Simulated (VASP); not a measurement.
# Rh (P6_3/mmc) in VASP: notebook

Runs on Rh. Level: PBE. Tasks: single point.

Program: VASP 6.6.1. These are calculated values, not measurements. Logs are shortened: lines on timing, memory, paths and dates and some standing lists are left out, and cuts for length are marked.

### 1 The cell of the first run

Symmetry: P6_3/mmc, No. 194, hexagonal system. The conventional cell has a = 2.612 Å, b = 2.612 Å, c = 4.209 Å, α = 90.00°, β = 90.00°, γ = 120.00°. Rh (site symmetry -6m2) has 12 Rh at 2.59 to 2.61 Å within 3.4 Å.

### 2 Single point, PBE (volume scaled by 0.88)

Input file INCAR:

```
SYSTEM = Rh
  PREC = Accurate
  ENCUT = 520
  EDIFF = 1E-7
  ISMEAR = -1
  SIGMA = 0.1
  LREAL = .False.
  LASPH = .True.
  NELM = 100
  ALGO = Normal
  ISIF = 2
  LWAVE = .False.
  LCHARG = .True.
  GGA = PE
  LELF = .True.
  LVHAR = .True.
  NBANDS = 22
```

Input file KPOINTS:

```
regular mesh
0
Gamma
  22 22 12
  0 0 0
```

Input file POSCAR:

```
Rh
1.0
    2.6117187870      0.0000000000      0.0000000000
   -1.3058593935      2.2618148171      0.0000000000
    0.0000000000      0.0000000000      4.2091197444
Rh
2
Direct
    0.3333333333      0.6666666667      0.2500000000
    0.6666666667      0.3333333333      0.7500000000
```

Potentials or basis: VASP PAW PBE potentials, release 64 (Rh_pv).

Launch:

```sh
> cat potpaw_PBE.64/Rh_pv/POTCAR > POTCAR
> mpirun -np 1 vasp_std > vasp.out
```

OUTCAR:

```text
SYSTEM = Rh
   PREC = Accurate
   ENCUT = 520
   EDIFF = 1E-7
   ISMEAR = -1
   LREAL = .False.
   LASPH = .True.
   NELM = 100
   ISIF = 2
   GGA = PE

 ion  position               nearest neighbor table
   1  0.333  0.667  0.250-   2 2.59   2 2.59   2 2.59   2 2.59   2 2.59   2 2.59
   2  0.667  0.333  0.750-   1 2.59   1 2.59   1 2.59   1 2.59   1 2.59   1 2.59

  LATTYP: Found a hexagonal cell.
 ALAT       =     2.6117187870
 C/A-ratio  =     1.6116282371

  Lattice vectors:

 A1 = (   2.6117187870,   0.0000000000,   0.0000000000)
 A2 = (  -1.3058593935,   2.2618148171,   0.0000000000)
 A3 = (   0.0000000000,   0.0000000000,   4.2091197444)

Analysis of symmetry for initial positions (statically):
=====================================================================
 Subroutine PRICEL returns:
 Original cell was already a primitive cell.

 Routine SETGRP: Setting up the symmetry group for a
 hexagonal supercell.

 Subroutine GETGRP returns: Found 24 space group operations
 (whereof 12 operations were pure point group operations)
 out of a pool of 24 trial point group operations.

The static configuration has the point symmetry D_3d.
 The point group associated with its full space group is D_6h.

Analysis of symmetry for dynamics (positions and initial velocities):
=====================================================================
 Subroutine PRICEL returns:
 Original cell was already a primitive cell.

 Routine SETGRP: Setting up the symmetry group for a
 hexagonal supercell.

 Subroutine GETGRP returns: Found 24 space group operations
 (whereof 12 operations were pure point group operations)
 out of a pool of 24 trial point group operations.

The dynamic configuration has the point symmetry D_3d.
 The point group associated with its full space group is D_6h.

 Subroutine INISYM returns: Found 24 space group operations
 (whereof 12 operations are pure point group operations),
 and found     1 'primitive' translations

----------------------------------------------------------------------------------------

                                     Primitive cell

  volume of cell :      24.8642

  direct lattice vectors                    reciprocal lattice vectors
     2.611718787  0.000000000  0.000000000     0.382889615  0.221061422  0.000000000
    -1.305859394  2.261814817  0.000000000     0.000000000  0.442122844  0.000000000
     0.000000000  0.000000000  4.209119744     0.000000000  0.000000000  0.237579366

[... 73 lines left out ...]
 SYSTEM =  Rh
   PREC   = accura    normal or accurate (medium, high low for compatibility)
   ISTART =      0    job   : 0-new  1-cont  2-samecut
   ICHARG =      2    charge: 1-file 2-atom 10-const
   ISPIN  =      1    spin polarized calculation?
   LNONCOLLINEAR =      F non collinear calculations
   LSORBIT =      F    spin-orbit coupling
   LASPH  =      T    aspherical Exc in radial PAW
   ENCUT  =  520.0 eV  38.22 Ry    6.18 a.u.   4.86  4.86  7.83*2*pi/ulx,y,z
   NELM   =    100;   NELMIN=  2; NELMDL= -5     # of ELM steps
   EDIFF  = 0.1E-06   stopping-criterion for ELM
   LREAL  =      F    real-space projection
   EDIFFG = 0.1E-05   stopping-criterion for IOM
   NSW    =      0    number of steps for IOM
   IBRION =     -1    ionic relax: 0-MD 1-quasi-New 2-CG
   NFREE  =      0    steps in history (QN), initial steepest desc. (CG)
   ISIF   =      2    stress and relaxation
   ISYM   =      2    0-nonsym 1-usesym 2-fastsym
   POTIM  = 0.5000    time-step for ionic-motion
   TEBEG  =    0.0;   TEEND  =   0.0 temperature during run
   PSTRESS=    0.0 pullay stress
   NELECT =      30.0000    total number of electrons
   NUPDOWN=      -1.0000    fix difference up-down
   EMIN   =  10.00;   EMAX   =-10.00  energy-range for DOS
   EFERMI =   0.00;   METHOD = LEGACY
   ISMEAR =    -1;   SIGMA  =   0.10  broadening in eV -4-tet -1-fermi 0-gaus
   EFERMI_NEDOS =   21; number of points for ismear=-14 and -15
   IALGO  =     38    algorithm
   IMIX   =      4    mixing-type and parameters
     AMIX     =   0.40;   BMIX     =  1.00
     AMIX_MAG =   1.60;   BMIX_MAG =  1.00
  volume/ion in A,a.u.               =      12.43        83.90
  Fermi-wavevector in a.u.,A,eV,Ry     =   1.742838  3.293486 41.327479  3.037484
  Thomas-Fermi vector in A             =   2.815026
   LORBIT       =      0    0 simple, 1 ext, 2 COOP (PROOUT), +10 PAW based schemes
   GGA     = PE    functional components
   LHFCALC =     F    Hartree Fock is set to
   AEXX    =    0.0000 exact exchange contribution
   IVDW    =     0    specifies the selected vdW correction
   LEPSILON=     F    determine dielectric tensor
   LRPA    =     F    only Hartree local field effects (RPA)
 non-spin polarized calculation
  energy-cutoff  :      520.00
  volume of cell :       24.86
 maximum number of plane-waves:       695
 NGX is ok and might be reduce to    20
   NGX =  9   NGY =  9   NGZ = 15

 number of electron      29.9999998 magnetization

 Free energy of the ion-electron system (eV)
  ---------------------------------------------------
  ext. energy  EPLUGINS =         0.00000000
  ---------------------------------------------------
  free energy    TOTEN  =       -14.08000397 eV

  energy without entropy =      -13.98820057  energy(sigma->0) =      -14.03410227

 E-fermi :  13.9658     XC(G=0): -14.6893

 val. band max:       13.9646541168   @ k =   0.3636   0.0455   0.0833
 cond. band min:      13.9676616153   @ k =   0.1364   0.0000   0.3333
 fundamental gap:      0.0030074986
 Fermi energy:        13.9658265383

 k-point     1 :       0.0000    0.0000    0.0000
  band No.  band energies     occupation
      1     -33.7479      2.00000
      2     -32.8284      2.00000
      3     -32.8284      2.00000
      4     -32.6828      2.00000
      5     -32.6777      2.00000
      6     -32.6777      2.00000
[... 589 lines left out ...]
     21      31.8837      0.00000
     22      32.9691      0.00000

 [... further k-points ...]
[... 5 lines left out ...]
  --------------------------------------------------------------------------------------
  -------------------------------------------------------------------------------------
  Total        6.8620481      6.8620481      7.1259092      0.0000000      0.0000000      0.0000000
  in kB      442.1703307    442.1703307    459.1727753      0.0000000      0.0000000      0.0000000
  external PRESSURE =     447.8378122 kB  Pullay stress =       0.0000000 kB

 VOLUME and BASIS-vectors are now :
 -----------------------------------------------------------------------------
  energy-cutoff  :      520.00
  volume of cell :       24.86
      direct lattice vectors                 reciprocal lattice vectors
     2.611718787  0.000000000  0.000000000     0.382889615  0.221061422  0.000000000
    -1.305859394  2.261814817  0.000000000     0.000000000  0.442122844  0.000000000
     0.000000000  0.000000000  4.209119744     0.000000000  0.000000000  0.237579366

 POSITION                                       TOTAL-FORCE (eV/Angst)
 -----------------------------------------------------------------------------------
     -0.00000      1.50788      1.05228        -0.000000      0.000000      0.000000
      1.30586      0.75394      3.15684         0.000000     -0.000000      0.000000
 -----------------------------------------------------------------------------------
    total drift:                               -0.000000      0.000000     -0.000000

  FREE ENERGIE OF THE ION-ELECTRON SYSTEM (eV)
  ---------------------------------------------------
  free  energy   TOTEN  =       -14.0800039745 eV

  energy  without entropy=      -13.9882005705  energy(sigma->0) =      -14.03410227
```

OSZICAR:

```text
N       E                     dE             d eps       ncg     rms          rms(c)
DAV:   1     0.329720950499E+03    0.32972E+03   -0.18962E+04 16080   0.162E+03
DAV:   2    -0.752545429075E+01   -0.33725E+03   -0.32504E+03 16646   0.482E+02
DAV:   3    -0.149371342899E+02   -0.74117E+01   -0.73723E+01 18758   0.804E+01
DAV:   4    -0.149853328859E+02   -0.48199E-01   -0.48194E-01 17836   0.652E+00
DAV:   5    -0.149860804052E+02   -0.74752E-03   -0.74751E-03 18908   0.835E-01    0.191E+01
DAV:   6    -0.141391594926E+02    0.84692E+00   -0.16802E+00 17624   0.144E+01    0.768E+00
DAV:   7    -0.140870699841E+02    0.52090E-01   -0.90769E-02 18908   0.300E+00    0.269E+00
DAV:   8    -0.140804283040E+02    0.66417E-02   -0.13905E-02 16904   0.137E+00    0.485E-01
DAV:   9    -0.140799983070E+02    0.43000E-03   -0.35642E-04 18830   0.225E-01    0.237E-02
DAV:  10    -0.140800049415E+02   -0.66344E-05   -0.76409E-06 18116   0.281E-02    0.543E-03
DAV:  11    -0.140800042453E+02    0.69620E-06   -0.93211E-07 18856   0.101E-02    0.884E-04
DAV:  12    -0.140800039491E+02    0.29616E-06   -0.25181E-08 10462   0.182E-03    0.193E-04
DAV:  13    -0.140800039745E+02   -0.25377E-07   -0.23930E-09  9256   0.444E-04
   1 F= -.14080004E+02 E0= -.14034102E+02  d E =-.918034E-01
```

Wall time 63 s (1 thread of AMD EPYC 9R45 (Zen 5), shared host); peak memory 0.23 GiB.

What came out:

| Quantity | Value |
| --- | --- |
| Free energy | -14.0800 eV |
| Pressure | 44.8 GPa |
| Band gap on the k mesh | zero (band 15 reaches 14.74 eV, above the bottom of band 16 at 11.93 eV) |

### 3 Single point, PBE (volume scaled by 0.92)

Input file INCAR:

```
SYSTEM = Rh
PREC     = Accurate       ! precision mode
ENCUT    = 520            ! plane-wave cutoff, eV
EDIFF    = 1E-7           ! SCF threshold, eV
ISMEAR   = -1             ! smearing method
SIGMA    = 0.1            ! smearing width, eV
LREAL    = .FALSE.        ! projectors in reciprocal space
LASPH    = .TRUE.         ! aspherical terms in the spheres
NELM     = 60             ! most SCF steps
ALGO     = Normal         ! electronic algorithm
ISIF     = 2              ! what is computed and relaxed
LWAVE    = .FALSE.        ! write WAVECAR
LCHARG   = .FALSE.        ! write CHGCAR
GGA      = PE             ! functional
NBANDS   = 22             ! bands
```

Input file KPOINTS:

```
regular mesh
0
G
  22 22 12
  0 0 0
```

Input file POSCAR:

```
Rh
1.0
    2.6507054122      0.0000000000      0.0000000000
   -1.3253527061      2.2955782249      0.0000000000
    0.0000000000      0.0000000000      4.2719516905
Rh
2
Direct
    0.3333333333      0.6666666667      0.2500000000
    0.6666666667      0.3333333333      0.7500000000
```

Potentials or basis: VASP PAW PBE potentials, release 64 (Rh_pv).

Launch:

```sh
> cat potpaw_PBE.64/Rh_pv/POTCAR > POTCAR
> mpirun -np 1 vasp_std > vasp.out
```

Run time: 61 s. Hardware: 1 thread of AMD EPYC 9R45 (Zen 5), shared host; peak memory 0.23 GiB.

Results (log left out):

- Free energy: -14.3279 eV
- Pressure: 26.1 GPa
- Band gap on the k mesh: zero (band 15 reaches 13.79 eV, above the bottom of band 16 at 11.17 eV)

Stress tensor (GPa, compression positive):
```
25.72  0.00  0.00
 0.00 25.72  0.00
 0.00  0.00 26.76
```

Levels at points of the mesh, in eV from the Fermi level:
| k point | band 13 | band 14 | band 15 | band 16 | band 17 | band 18 |
| --- | --- | --- | --- | --- | --- | --- |
| (0.00, 0.00, 0.00) | -2.74 | -2.12 | -2.12 | 0.15 | 0.15 | 0.70 |
| (0.50, 0.00, 0.00) | -2.36 | 0.46 | 0.72 | 0.80 | 3.22 | 5.45 |
| (0.00, 0.00, 0.50) | -3.45 | -3.45 | -0.47 | -0.47 | -0.47 | -0.47 |
| (0.50, 0.00, 0.50) | -0.36 | -0.36 | 0.67 | 0.67 | 2.78 | 2.78 |
